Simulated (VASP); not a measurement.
# Cs (Im-3m) in VASP: a series of runs

Cs is run at these levels: PBE; tasks: single point, relaxation of cell and atoms.

Program: VASP 6.6.1. These are calculated values, not measurements. Logs are shortened: lines on timing, memory, paths and dates and some standing lists are left out, and cuts for length are marked.

## (1) The cell of the first run

The structure is cubic, space group Im-3m (No. 229). Conventional cell: a = 6.152 Å, b = 6.152 Å, c = 6.152 Å, α = 90.00°, β = 90.00°, γ = 90.00°.

## (2) Single point, PBE

INCAR reads:

```
PREC = Accurate
ENCUT = 500
EDIFF = 1E-6
ISMEAR = -1
SIGMA = 0.05
LREAL = False
LASPH = True
NELM = 120
ALGO = Normal
ISIF = 2
LWAVE = False
LCHARG = False
GGA = PE
NBANDS = 10
GGA_COMPAT = False
```

KPOINTS reads:

```
regular mesh
0
Gamma
  11 11 11
```

POSCAR reads:

```
Cs
1.0
   -3.0761324432      3.0761324432      3.0761324432
    3.0761324432     -3.0761324432      3.0761324432
    3.0761324432      3.0761324432     -3.0761324432
Cs
1
Direct
    0.0000000000      0.0000000000      0.0000000000
```

Potentials or basis: VASP PAW PBE potentials, release 64 (Cs_sv).

Command:

```
$ cat potpaw_PBE.64/Cs_sv/POTCAR > POTCAR
$ mpirun -np 1 vasp_std > vasp.out
```

OUTCAR:

```text
PREC = Accurate
   ENCUT = 500
   EDIFF = 1E-6
   ISMEAR = -1
   LREAL = False
   LASPH = True
   NELM = 120
   ISIF = 2
   GGA = PE

 ion  position               nearest neighbor table
   1  0.000  0.000  0.000-

  LATTYP: Found a body centered cubic cell.
 ALAT       =     6.1522648864

  Lattice vectors:

 A1 = (  -3.0761324432,   3.0761324432,   3.0761324432)
 A2 = (   3.0761324432,  -3.0761324432,   3.0761324432)
 A3 = (   3.0761324432,   3.0761324432,  -3.0761324432)

Analysis of symmetry for initial positions (statically):
=====================================================================
 Subroutine PRICEL returns:
 Original cell was already a primitive cell.

 Routine SETGRP: Setting up the symmetry group for a
 body centered cubic supercell.

 Subroutine GETGRP returns: Found 48 space group operations
 (whereof 48 operations were pure point group operations)
 out of a pool of 48 trial point group operations.

The static configuration has the point symmetry O_h .

Analysis of symmetry for dynamics (positions and initial velocities):
=====================================================================
 Subroutine PRICEL returns:
 Original cell was already a primitive cell.

 Routine SETGRP: Setting up the symmetry group for a
 body centered cubic supercell.

 Subroutine GETGRP returns: Found 48 space group operations
 (whereof 48 operations were pure point group operations)
 out of a pool of 48 trial point group operations.

The dynamic configuration has the point symmetry O_h .

 Subroutine INISYM returns: Found 48 space group operations
 (whereof 48 operations are pure point group operations),
 and found     1 'primitive' translations

----------------------------------------------------------------------------------------

                                     Primitive cell

  volume of cell :     116.4327

  direct lattice vectors                    reciprocal lattice vectors
    -3.076132443  3.076132443  3.076132443     0.000000000  0.162541766  0.162541766
     3.076132443 -3.076132443  3.076132443     0.162541766  0.000000000  0.162541766
     3.076132443  3.076132443 -3.076132443     0.162541766  0.162541766  0.000000000

  length of vectors
     5.328017682  5.328017682  5.328017682     0.229868770  0.229868770  0.229868770

  position of ions in fractional coordinates (direct lattice)
     0.000000000  0.000000000  0.000000000

  ion indices of the primitive-cell ions
   primitive index   ion index
                 1           1

----------------------------------------------------------------------------------------

 KPOINTS: regular mesh

Automatic generation of k-mesh.
 Grid dimensions read from file:
 generate k-points for:   11   11   11

 Generating k-lattice:

  Cartesian coordinates                     Fractional coordinates (reciprocal lattice)
     0.000000000  0.014776524  0.014776524     0.090909091  0.000000000  0.000000000
     0.014776524  0.000000000  0.014776524     0.000000000  0.090909091  0.000000000
     0.014776524  0.014776524  0.000000000     0.000000000  0.000000000  0.090909091

  Length of vectors
     0.020897161  0.020897161  0.020897161

  Shift w.r.t. Gamma in fractional coordinates (k-lattice)
     0.000000000  0.000000000  0.000000000

 Subroutine IBZKPT returns following result:
 ===========================================

 Found     56 irreducible k-points:

 Following reciprocal coordinates:
            Coordinates               Weight
  0.000000  0.000000  0.000000      1.000000
  0.090909  0.000000  0.000000     12.000000
  0.181818  0.000000  0.000000     12.000000
  0.272727  0.000000  0.000000     12.000000
  0.363636  0.000000  0.000000     12.000000
  0.454545  0.000000  0.000000     12.000000
[... 16 lines left out ...]
  0.272727  0.181818  0.090909     48.000000
  0.363636  0.181818  0.090909     24.000000
 [... further k-points ...]
   k-points           NKPTS =     56   k-points in BZ     NKDIM =     56   number of bands    NBANDS=     10
   number of dos      NEDOS =    301   number of ions     NIONS =      1
   total plane-waves  NPLWV =  64000
   dimension x,y,z NGX =    40 NGY =   40 NGZ =   40
   dimension x,y,z NGXF=    80 NGYF=   80 NGZF=   80
   ions per type =               1
   NGX,Y,Z   is equivalent  to a cutoff of  12.48, 12.48, 12.48 a.u.
   NGXF,Y,Z  is equivalent  to a cutoff of  24.96, 24.96, 24.96 a.u.
 SYSTEM =  unknown system
   PREC   = accura    normal or accurate (medium, high low for compatibility)
   ISTART =      0    job   : 0-new  1-cont  2-samecut
   ICHARG =      2    charge: 1-file 2-atom 10-const
   ISPIN  =      1    spin polarized calculation?
   LNONCOLLINEAR =      F non collinear calculations
   LSORBIT =      F    spin-orbit coupling
   LASPH  =      T    aspherical Exc in radial PAW
   ENCUT  =  500.0 eV  36.75 Ry    6.06 a.u.   9.71  9.71  9.71*2*pi/ulx,y,z
   NELM   =    120;   NELMIN=  2; NELMDL= -5     # of ELM steps
   EDIFF  = 0.1E-05   stopping-criterion for ELM
   LREAL  =      F    real-space projection
   EDIFFG = 0.1E-04   stopping-criterion for IOM
   NSW    =      0    number of steps for IOM
   IBRION =     -1    ionic relax: 0-MD 1-quasi-New 2-CG
   NFREE  =      0    steps in history (QN), initial steepest desc. (CG)
   ISIF   =      2    stress and relaxation
   ISYM   =      2    0-nonsym 1-usesym 2-fastsym
   POTIM  = 0.5000    time-step for ionic-motion
   TEBEG  =    0.0;   TEEND  =   0.0 temperature during run
   PSTRESS=    0.0 pullay stress
   NELECT =       9.0000    total number of electrons
   NUPDOWN=      -1.0000    fix difference up-down
   EMIN   =  10.00;   EMAX   =-10.00  energy-range for DOS
   EFERMI =   0.00;   METHOD = LEGACY
   ISMEAR =    -1;   SIGMA  =   0.05  broadening in eV -4-tet -1-fermi 0-gaus
   EFERMI_NEDOS =   21; number of points for ismear=-14 and -15
   IALGO  =     38    algorithm
   IMIX   =      4    mixing-type and parameters
     AMIX     =   0.40;   BMIX     =  1.00
     AMIX_MAG =   1.60;   BMIX_MAG =  1.00
  volume/ion in A,a.u.               =     116.43       785.73
  Fermi-wavevector in a.u.,A,eV,Ry     =   0.697371  1.317840  6.616874  0.486327
  Thomas-Fermi vector in A             =   1.780680
   LORBIT       =      0    0 simple, 1 ext, 2 COOP (PROOUT), +10 PAW based schemes
   GGA     = PE    functional components
   LHFCALC =     F    Hartree Fock is set to
   AEXX    =    0.0000 exact exchange contribution
   IVDW    =     0    specifies the selected vdW correction
   LEPSILON=     F    determine dielectric tensor
   LRPA    =     F    only Hartree local field effects (RPA)
 non-spin polarized calculation
  energy-cutoff  :      500.00
  volume of cell :      116.43
 maximum number of plane-waves:      2973
   NGX = 19   NGY = 19   NGZ = 19

 number of electron       9.0000002 magnetization

 Free energy of the ion-electron system (eV)
  ---------------------------------------------------
  ext. energy  EPLUGINS =         0.00000000
  ---------------------------------------------------
  free energy    TOTEN  =        -0.85673093 eV

  energy without entropy =       -0.84722686  energy(sigma->0) =       -0.85197890

 E-fermi :   0.4303     XC(G=0):  -5.3762

 val. band max:        0.4213482325   @ k =  -0.3636   0.4545   0.0909
 cond. band min:       0.4760795697   @ k =  -0.4545   0.4545   0.0909
 fundamental gap:      0.0547313372
 Fermi energy:         0.4303191653

 k-point     1 :       0.0000    0.0000    0.0000
  band No.  band energies     occupation
      1     -23.4421      2.00000
      2     -10.1871      2.00000
      3     -10.1871      2.00000
      4     -10.1871      2.00000
      5      -1.2426      2.00000
      6       2.9082      0.00000
      7       2.9082      0.00000
      8       2.9082      0.00000
      9       3.7566      0.00000
     10       3.7566      0.00000

 k-point     2 :       0.0909    0.0000    0.0000
  band No.  band energies     occupation
      1     -23.4416      2.00000
      2     -10.1979      2.00000
      3     -10.1906      2.00000
      4     -10.1871      2.00000
      5      -1.1522      2.00000
      6       2.8094      0.00000
      7       2.8221      0.00000
      8       2.9985      0.00000
      9       3.6077      0.00000
     10       3.7397      0.00000

 k-point     3 :       0.1818    0.0000    0.0000
  band No.  band energies     occupation
      1     -23.4403      2.00000
      2     -10.2266      2.00000
      3     -10.2000      2.00000
      4     -10.1871      2.00000
      5      -0.8916      2.00000
      6       2.4867      0.00000
      7       2.5867      0.00000
      8       3.2658      0.00000
      9       3.5400      0.00000
     10       3.7260      0.00000

 k-point     4 :       0.2727    0.0000    0.0000
  band No.  band energies     occupation
      1     -23.4385      2.00000
      2     -10.2634      2.00000
      3     -10.2122      2.00000
      4     -10.1872      2.00000
      5      -0.4930      2.00000
      6       2.0427      0.00000
      7       2.3534      0.00000
      8       3.6347      0.00000
      9       3.6999      0.00000
     10       3.7762      0.00000
[... 222 lines left out ...]
 k-point    22 :       0.1818    0.1818    0.0909
  band No.  band energies     occupation
      1     -23.4368      2.00000
      2     -10.2884      2.00000
      3     -10.2198      2.00000
      4     -10.2038      2.00000
      5       0.0961      1.99750
      6       1.7468      0.00000
      7       1.8839      0.00000
      8       3.8623      0.00000
      9       4.0095      0.00000
     10       4.1369      0.00000

 k-point    23 :       0.2727    0.1818    0.0909
  band No.  band energies     occupation
      1     -23.4359      2.00000
      2     -10.2944      2.00000
      3     -10.2373      2.00000
      4     -10.2068      2.00000
      5       0.5807      0.09413
      6       1.4923      0.00000
      7       1.7523      0.00000
      8       3.6856      0.00000
      9       4.0321      0.00000
     10       4.2549      0.00000

 k-point    24 :       0.3636    0.1818    0.0909
  band No.  band energies     occupation
      1     -23.4356      2.00000
      2     -10.2945      2.00000
      3     -10.2463      2.00000
      4     -10.2076      2.00000
      5       0.9019      0.00016
      6       1.2904      0.00000
      7       1.7077      0.00000
      8       3.4730      0.00000
      9       4.1729      0.00000
     10       4.2196      0.00000

 [... further k-points ...]
[... 5 lines left out ...]
  --------------------------------------------------------------------------------------
  -------------------------------------------------------------------------------------
  Total       -0.0014705     -0.0014705     -0.0014705     -0.0000000     -0.0000000      0.0000000
  in kB       -0.0202354     -0.0202354     -0.0202354     -0.0000000     -0.0000000      0.0000000
  external PRESSURE =      -0.0202354 kB  Pullay stress =       0.0000000 kB

 VOLUME and BASIS-vectors are now :
 -----------------------------------------------------------------------------
  energy-cutoff  :      500.00
  volume of cell :      116.43
      direct lattice vectors                 reciprocal lattice vectors
    -3.076132443  3.076132443  3.076132443     0.000000000  0.162541766  0.162541766
     3.076132443 -3.076132443  3.076132443     0.162541766  0.000000000  0.162541766
     3.076132443  3.076132443 -3.076132443     0.162541766  0.162541766  0.000000000

 POSITION                                       TOTAL-FORCE (eV/Angst)
 -----------------------------------------------------------------------------------
      0.00000      0.00000      0.00000        -0.000000     -0.000000     -0.000000
 -----------------------------------------------------------------------------------
    total drift:                               -0.000000      0.000000     -0.000000

  FREE ENERGIE OF THE ION-ELECTRON SYSTEM (eV)
  ---------------------------------------------------
  free  energy   TOTEN  =        -0.8567309345 eV

  energy  without entropy=       -0.8472268648  energy(sigma->0) =       -0.85197890
```

It took 28 s on 1 thread of Intel Xeon 6975P-C (Granite Rapids), shared host; peak memory 0.25 GiB.

What came out:

```
Free energy            : -0.8567 eV
Pressure               : 0.0 GPa
Band gap on the k mesh : zero (an odd number of electrons rules out a gap without spin polarisation)
```

Caveat: spin-orbit coupling is left out, which moves the levels of the heavy elements.

## (3) Relaxation of cell and atoms, PBE

This run uses another cell than the first one, of 111.66 Å³/atom.

INCAR reads:

```
SYSTEM = Cs
  PREC = Accurate
  ENCUT = 500
  EDIFF = 1E-7
  ISMEAR = -1
  SIGMA = 0.05
  LREAL = .False.
  LASPH = .True.
  NELM = 120
  ALGO = Normal
  ISIF = 3
  LWAVE = .False.
  LCHARG = .False.
  GGA = PE
  IBRION = 2
  NSW = 80
  EDIFFG = -0.01
  GGA_COMPAT = .False.
  NELMIN = 4
```

KPOINTS reads:

```
Automatic mesh
0
Gamma
  11 11 11
  0 0 0
```

POSCAR reads:

```
Cs
1.0
   -3.0335000000      3.0335000000      3.0335000000
    3.0335000000     -3.0335000000      3.0335000000
    3.0335000000      3.0335000000     -3.0335000000
Cs
1
Direct
    0.0000000000      0.0000000000      0.0000000000
```

Potentials or basis: VASP PAW PBE potentials, release 64 (Cs_sv).

Command:

```
$ cat potpaw_PBE.64/Cs_sv/POTCAR > POTCAR
$ mpirun -np 1 vasp_std > vasp.out
```

Wall time 58 s (1 thread of Intel Xeon 6975P-C (Granite Rapids), shared host); peak memory 0.26 GiB.

It converged, with:

- Free energy: -0.8565 eV
- Relaxed volume: 115.61 Å³/atom
- Relaxed cell: a = 5.315 Å, b = 5.315 Å, c = 5.315 Å, α = 109.47°, β = 109.47°, γ = 109.47°
- Space group after relaxing (to 0.1 Å): Im-3m (No. 229)
- Energy gained by relaxing: 1.2 meV/atom
- Ionic steps: 3
- Pressure after relaxing: 0.0 GPa
- Band gap on the k mesh: zero (an odd number of electrons rules out a gap without spin polarisation)

Step by step:
```csv
step,energy change (eV),largest force (eV/Å),pressure (GPa),volume (Å³)
1,0.0000,0.0000,0.09,111.66
2,-0.0005,0.0000,0.07,112.64
3,-0.0012,0.0000,0.01,115.61
```

Final structure:
```yaml
crystal:
  lattice:
    - [-3.06883, 3.06883, 3.06883]
    - [3.06883, -3.06883, 3.06883]
    - [3.06883, 3.06883, -3.06883]
  atoms:
    - { symbol: Cs, position: [0.00000, 0.00000, 0.00000] }
```

Levels at points of the mesh, in eV from the Fermi level:
```
           k point  band 2  band 3  band 4  band 5  band 6  band 7  band 8
(0.00, 0.00, 0.00)  -10.61  -10.61  -10.61   -1.68    2.48    2.48    2.48
```

Caveat: spin-orbit coupling is left out, which moves the levels of the heavy elements.
